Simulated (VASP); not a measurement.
# PIr (F-43m) in VASP: further runs

PIr is run at these levels: PBE; tasks: single point.

Program: VASP 6.6.1. These are calculated values, not measurements. Logs are shortened: lines on timing, memory, paths and dates and some standing lists are left out, and cuts for length are marked.

### Step 1. The cell of the first run

The structure is cubic, space group F-43m (No. 216). Conventional cell: a = 5.286 Å, b = 5.286 Å, c = 5.286 Å, α = 90.00°, β = 90.00°, γ = 90.00°. Ir (site symmetry -43m) has 4 P at 2.29 Å within 3.0 Å. P (site symmetry -43m) has 4 Ir at 2.29 Å within 3.0 Å.

### Step 2. Single point, PBE (volume scaled by 1.020)

The input, INCAR:

```
ALGO = Normal
EDIFF = 1E-7
ENCUT = 520
GGA = PE
ISIF = 2
ISMEAR = 0
LASPH = True
LCHARG = False
LREAL = False
LWAVE = False
NBANDS = 14
NELM = 60
PREC = Accurate
SIGMA = 0.05
```

The input, KPOINTS:

```
k-points
0
Gamma
  12 12 12
```

The input, POSCAR:

```
PIr
1.0
    0.0000000000      2.6432322221      2.6432322221
    2.6432322221      0.0000000000      2.6432322221
    2.6432322221      2.6432322221      0.0000000000
Ir P
1 1
Direct
    0.0000000000      0.0000000000      0.0000000000
    0.2500000000      0.2500000000      0.2500000000
```

Potentials or basis: VASP PAW PBE potentials, release 64 (Ir, P).

The run is started by

```
cat potpaw_PBE.64/Ir/POTCAR potpaw_PBE.64/P/POTCAR > POTCAR
mpirun -np 1 vasp_std > vasp.out
```

OUTCAR:

```text
EDIFF = 1E-7
   ENCUT = 520
   GGA = PE
   ISIF = 2
   ISMEAR = 0
   LASPH = True
   LREAL = False
   NELM = 60
   PREC = Accurate

 ion  position               nearest neighbor table
   1  0.000  0.000  0.000-   2 2.29   2 2.29   2 2.29   2 2.29
   2  0.250  0.250  0.250-   1 2.29   1 2.29   1 2.29   1 2.29

  LATTYP: Found a face centered cubic cell.
 ALAT       =     5.2864644442

  Lattice vectors:

 A1 = (   0.0000000000,   2.6432322221,   2.6432322221)
 A2 = (   2.6432322221,   0.0000000000,   2.6432322221)
 A3 = (   2.6432322221,   2.6432322221,   0.0000000000)

Analysis of symmetry for initial positions (statically):
=====================================================================
 Subroutine PRICEL returns:
 Original cell was already a primitive cell.

 Routine SETGRP: Setting up the symmetry group for a
 face centered cubic supercell.

 Subroutine GETGRP returns: Found 24 space group operations
 (whereof 24 operations were pure point group operations)
 out of a pool of 48 trial point group operations.

The static configuration has the point symmetry T_d .

Analysis of symmetry for dynamics (positions and initial velocities):
=====================================================================
 Subroutine PRICEL returns:
 Original cell was already a primitive cell.

 Routine SETGRP: Setting up the symmetry group for a
 face centered cubic supercell.

 Subroutine GETGRP returns: Found 24 space group operations
 (whereof 24 operations were pure point group operations)
 out of a pool of 48 trial point group operations.

The dynamic configuration has the point symmetry T_d .

 Subroutine INISYM returns: Found 24 space group operations
 (whereof 24 operations are pure point group operations),
 and found     1 'primitive' translations

----------------------------------------------------------------------------------------

                                     Primitive cell

  volume of cell :      36.9348

  direct lattice vectors                    reciprocal lattice vectors
     0.000000000  2.643232222  2.643232222    -0.189162343  0.189162343  0.189162343
     2.643232222  0.000000000  2.643232222     0.189162343 -0.189162343  0.189162343
     2.643232222  2.643232222  0.000000000     0.189162343  0.189162343 -0.189162343

  length of vectors
     3.738094857  3.738094857  3.738094857     0.327638789  0.327638789  0.327638789

  position of ions in fractional coordinates (direct lattice)
     0.000000000  0.000000000  0.000000000
     0.250000000  0.250000000  0.250000000

  ion indices of the primitive-cell ions
   primitive index   ion index
                 1           1
                 2           2

----------------------------------------------------------------------------------------

 KPOINTS: k-points

Automatic generation of k-mesh.
 Grid dimensions read from file:
 generate k-points for:   12   12   12

 Generating k-lattice:

  Cartesian coordinates                     Fractional coordinates (reciprocal lattice)
    -0.015763529  0.015763529  0.015763529     0.083333333  0.000000000  0.000000000
     0.015763529 -0.015763529  0.015763529     0.000000000  0.083333333  0.000000000
     0.015763529  0.015763529 -0.015763529     0.000000000  0.000000000  0.083333333

  Length of vectors
     0.027303232  0.027303232  0.027303232

  Shift w.r.t. Gamma in fractional coordinates (k-lattice)
     0.000000000  0.000000000  0.000000000

 Subroutine IBZKPT returns following result:
 ===========================================

 Found     72 irreducible k-points:

 Following reciprocal coordinates:
            Coordinates               Weight
  0.000000  0.000000  0.000000      1.000000
  0.083333  0.000000  0.000000      8.000000
  0.166667  0.000000  0.000000      8.000000
  0.250000  0.000000  0.000000      8.000000
  0.333333  0.000000  0.000000      8.000000
  0.416667  0.000000  0.000000      8.000000
[... 16 lines left out ...]
  0.500000  0.166667  0.000000     24.000000
 -0.416667  0.166667  0.000000     24.000000
 [... further k-points ...]
   k-points           NKPTS =     72   k-points in BZ     NKDIM =     72   number of bands    NBANDS=     14
   number of dos      NEDOS =    301   number of ions     NIONS =      2
   total plane-waves  NPLWV =  21952
   dimension x,y,z NGX =    28 NGY =   28 NGZ =   28
   dimension x,y,z NGXF=    56 NGYF=   56 NGZF=   56
   ions per type =               1   1
   NGX,Y,Z   is equivalent  to a cutoff of  12.45, 12.45, 12.45 a.u.
   NGXF,Y,Z  is equivalent  to a cutoff of  24.91, 24.91, 24.91 a.u.
 SYSTEM =  unknown system
   PREC   = accura    normal or accurate (medium, high low for compatibility)
   ISTART =      0    job   : 0-new  1-cont  2-samecut
   ICHARG =      2    charge: 1-file 2-atom 10-const
   ISPIN  =      1    spin polarized calculation?
   LNONCOLLINEAR =      F non collinear calculations
   LSORBIT =      F    spin-orbit coupling
   LASPH  =      T    aspherical Exc in radial PAW
   ENCUT  =  520.0 eV  38.22 Ry    6.18 a.u.   6.95  6.95  6.95*2*pi/ulx,y,z
   NELM   =     60;   NELMIN=  2; NELMDL= -5     # of ELM steps
   EDIFF  = 0.1E-06   stopping-criterion for ELM
   LREAL  =      F    real-space projection
   EDIFFG = 0.1E-05   stopping-criterion for IOM
   NSW    =      0    number of steps for IOM
   IBRION =     -1    ionic relax: 0-MD 1-quasi-New 2-CG
   NFREE  =      0    steps in history (QN), initial steepest desc. (CG)
   ISIF   =      2    stress and relaxation
   ISYM   =      2    0-nonsym 1-usesym 2-fastsym
   POTIM  = 0.5000    time-step for ionic-motion
   TEBEG  =    0.0;   TEEND  =   0.0 temperature during run
   PSTRESS=    0.0 pullay stress
   NELECT =      14.0000    total number of electrons
   NUPDOWN=      -1.0000    fix difference up-down
   EMIN   =  10.00;   EMAX   =-10.00  energy-range for DOS
   EFERMI =   0.00;   METHOD = LEGACY
   ISMEAR =     0;   SIGMA  =   0.05  broadening in eV -4-tet -1-fermi 0-gaus
   EFERMI_NEDOS =   21; number of points for ismear=-14 and -15
   IALGO  =     38    algorithm
   IMIX   =      4    mixing-type and parameters
     AMIX     =   0.40;   BMIX     =  1.00
     AMIX_MAG =   1.60;   BMIX_MAG =  1.00
  volume/ion in A,a.u.               =      18.47       124.62
  Fermi-wavevector in a.u.,A,eV,Ry     =   1.184783  2.238915 19.098648  1.403711
  Thomas-Fermi vector in A             =   2.320990
   LORBIT       =      0    0 simple, 1 ext, 2 COOP (PROOUT), +10 PAW based schemes
   GGA     = PE    functional components
   LHFCALC =     F    Hartree Fock is set to
   AEXX    =    0.0000 exact exchange contribution
   IVDW    =     0    specifies the selected vdW correction
   LEPSILON=     F    determine dielectric tensor
   LRPA    =     F    only Hartree local field effects (RPA)
 non-spin polarized calculation
 Gauss-broadening in eV      SIGMA  =   0.05
  energy-cutoff  :      520.00
  volume of cell :       36.93
 maximum number of plane-waves:      1018
   NGX = 13   NGY = 13   NGZ = 13

 number of electron      14.0000001 magnetization

 Free energy of the ion-electron system (eV)
  ---------------------------------------------------
  ext. energy  EPLUGINS =         0.00000000
  ---------------------------------------------------
  free energy    TOTEN  =       -15.01739407 eV

  energy without entropy =      -15.01537768  energy(sigma->0) =      -15.01638588

 E-fermi :   6.5427     XC(G=0): -10.9821

 val. band max:        6.5377854470   @ k =  -0.1667   0.2500   0.0833
 cond. band min:       6.6288492363   @ k =  -0.4167   0.3333   0.1667
 fundamental gap:      0.0910637893
 Fermi energy:         6.5426617414

 k-point     1 :       0.0000    0.0000    0.0000
  band No.  band energies     occupation
      1      -6.5235      2.00000
      2       0.9524      2.00000
      3       0.9524      2.00000
      4       0.9524      2.00000
      5       3.8293      2.00000
      6       3.8293      2.00000
      7      10.0454      0.00000
      8      11.5453      0.00000
      9      11.5453      0.00000
     10      11.5453      0.00000
     11      13.9563      0.00000
     12      13.9563      0.00000
     13      13.9563      0.00000
     14      19.6575      0.00000

 k-point     2 :       0.0833    0.0000    0.0000
  band No.  band energies     occupation
      1      -6.4386      2.00000
      2       0.8876      2.00000
      3       0.9937      2.00000
      4       0.9937      2.00000
      5       3.8107      2.00000
      6       3.8107      2.00000
      7      10.0589      0.00000
      8      11.1324      0.00000
      9      11.4035      0.00000
     10      11.4035      0.00000
     11      13.8786      0.00000
     12      14.0872      0.00000
     13      14.0872      0.00000
     14      19.9515      0.00000

 k-point     3 :       0.1667    0.0000    0.0000
  band No.  band energies     occupation
      1      -6.1980      2.00000
      2       0.7346      2.00000
      3       1.1015      2.00000
      4       1.1015      2.00000
      5       3.7824      2.00000
      6       3.7824      2.00000
      7       9.1736      0.00000
      8      10.9867      0.00000
      9      10.9867      0.00000
     10      11.0852      0.00000
     11      13.8235      0.00000
     12      14.4449      0.00000
     13      14.4449      0.00000
     14      19.6547      0.00000

 k-point     4 :       0.2500    0.0000    0.0000
  band No.  band energies     occupation
      1      -5.8464      2.00000
      2       0.5874      2.00000
      3       1.2318      2.00000
      4       1.2318      2.00000
      5       3.8077      2.00000
      6       3.8077      2.00000
      7       7.6094      0.00000
      8      10.3588      0.00000
      9      10.3588      0.00000
     10      11.3898      0.00000
     11      14.1874      0.00000
     12      14.9105      0.00000
     13      14.9105      0.00000
     14      19.4919      0.00000

 k-point     5 :       0.3333    0.0000    0.0000
  band No.  band energies     occupation
      1      -5.4642      2.00000
      2       0.5342      2.00000
      3       1.3342      2.00000
      4       1.3342      2.00000
      5       3.9297      2.00000
      6       3.9297      2.00000
      7       6.1077      2.00000
      8       9.6624      0.00000
      9       9.6624      0.00000
     10      11.4215      0.00000
     11      15.1536      0.00000
[... 276 lines left out ...]
 k-point    22 :       0.4167    0.1667    0.0000
  band No.  band energies     occupation
      1      -5.1407      2.00000
      2       0.4105      2.00000
      3       1.4661      2.00000
      4       1.6246      2.00000
      5       3.6553      2.00000
      6       4.2744      2.00000
      7       5.4884      2.00000
      8       8.3480      0.00000
      9       8.8461      0.00000
     10      12.4902      0.00000
     11      14.2671      0.00000
     12      15.9551      0.00000
     13      16.1072      0.00000
     14      19.1297      0.00000

 k-point    23 :       0.5000    0.1667    0.0000
  band No.  band energies     occupation
      1      -4.9201      2.00000
      2       0.6097      2.00000
      3       1.3986      2.00000
      4       1.6581      2.00000
      5       3.8415      2.00000
      6       4.2300      2.00000
      7       4.7246      2.00000
      8       8.2466      0.00000
      9       8.3128      0.00000
     10      12.3087      0.00000
     11      14.6672      0.00000
     12      15.9957      0.00000
     13      17.1015      0.00000
     14      19.2311      0.00000

 k-point    24 :      -0.4167    0.1667    0.0000
  band No.  band energies     occupation
      1      -4.8909      2.00000
      2       0.7707      2.00000
      3       1.2733      2.00000
      4       1.6427      2.00000
      5       3.8335      2.00000
      6       4.0164      2.00000
      7       4.8950      2.00000
      8       7.8059      0.00000
      9       8.6984      0.00000
     10      12.2641      0.00000
     11      14.7522      0.00000
     12      15.7989      0.00000
     13      17.5640      0.00000
     14      19.2500      0.00000

 [... further k-points ...]
[... 5 lines left out ...]
  --------------------------------------------------------------------------------------
  -------------------------------------------------------------------------------------
  Total       -0.6726653     -0.6726653     -0.6726653      0.0000000     -0.0000000     -0.0000000
  in kB      -29.1792171    -29.1792171    -29.1792171      0.0000000     -0.0000000     -0.0000000
  external PRESSURE =     -29.1792171 kB  Pullay stress =       0.0000000 kB

 VOLUME and BASIS-vectors are now :
 -----------------------------------------------------------------------------
  energy-cutoff  :      520.00
  volume of cell :       36.93
      direct lattice vectors                 reciprocal lattice vectors
     0.000000000  2.643232222  2.643232222    -0.189162343  0.189162343  0.189162343
     2.643232222  0.000000000  2.643232222     0.189162343 -0.189162343  0.189162343
     2.643232222  2.643232222  0.000000000     0.189162343  0.189162343 -0.189162343

 POSITION                                       TOTAL-FORCE (eV/Angst)
 -----------------------------------------------------------------------------------
      0.00000      0.00000      0.00000        -0.000000      0.000000     -0.000000
      1.32162      1.32162      1.32162         0.000000     -0.000000      0.000000
 -----------------------------------------------------------------------------------
    total drift:                               -0.000000     -0.000000      0.000000

  FREE ENERGIE OF THE ION-ELECTRON SYSTEM (eV)
  ---------------------------------------------------
  free  energy   TOTEN  =       -15.0173940686 eV

  energy  without entropy=      -15.0153776816  energy(sigma->0) =      -15.01638588
```

It took 14 s on 1 thread of Intel Xeon 6975P-C (Granite Rapids), shared host; peak memory 0.18 GiB.

Results:

* Free energy: -15.0174 eV
* Pressure: -2.9 GPa
* Band gap on the k mesh: zero (band 7 reaches 10.14 eV, above the bottom of band 8 at 6.04 eV)

Caveat: spin-orbit coupling is left out, which moves the levels of the heavy elements.

### Step 3. Single point, PBE (volume scaled by 1.040)

The input, INCAR:

```
  PREC = Accurate
  ENCUT = 520
  EDIFF = 1E-6
  ISMEAR = 0
  SIGMA = 0.05
  LREAL = F
  LASPH = T
  NELM = 80
  ALGO = Normal
  ISIF = 2
  LWAVE = F
  LCHARG = F
  GGA = PE
  NBANDS = 14
```

The input, KPOINTS:

```
regular mesh
0
Gamma
  12 12 12
```

The input, POSCAR:

```
PIr
1.0
    0.0000000000      2.6603965487      2.6603965487
    2.6603965487      0.0000000000      2.6603965487
    2.6603965487      2.6603965487      0.0000000000
Ir P
1 1
Direct
    0.0000000000      0.0000000000      0.0000000000
    0.2500000000      0.2500000000      0.2500000000
```

Potentials or basis: VASP PAW PBE potentials, release 64 (Ir, P).

The run is started by

```
cat potpaw_PBE.64/Ir/POTCAR potpaw_PBE.64/P/POTCAR > POTCAR
mpirun -np 1 vasp_std > vasp.out
```

Wall time 14 s (1 thread of Intel Xeon 6975P-C (Granite Rapids), shared host); peak memory 0.18 GiB.

It converged, with:

* Free energy: -14.9977 eV
* Pressure: -5.8 GPa
* Band gap on the k mesh: zero (band 7 reaches 9.81 eV, above the bottom of band 8 at 5.80 eV)

Levels at points of the mesh, in eV from the Fermi level:
```
           k point  band 3  band 4  band 5  band 6  band 7  band 8  band 9  band 10  band 11  band 12
(0.00, 0.00, 0.00)   -5.47   -5.47   -2.63   -2.63    3.42    4.91    4.91     4.91     7.35     7.35
(0.50, 0.00, 0.00)   -5.03   -5.03   -2.29   -2.29   -1.95    2.30    2.30     4.69     9.01     9.01
(0.50, 0.50, 0.00)   -3.81   -3.81   -2.87   -1.91   -1.84   -0.36   -0.36     6.74     6.79    11.34
```

Caveat: spin-orbit coupling is left out, which moves the levels of the heavy elements.
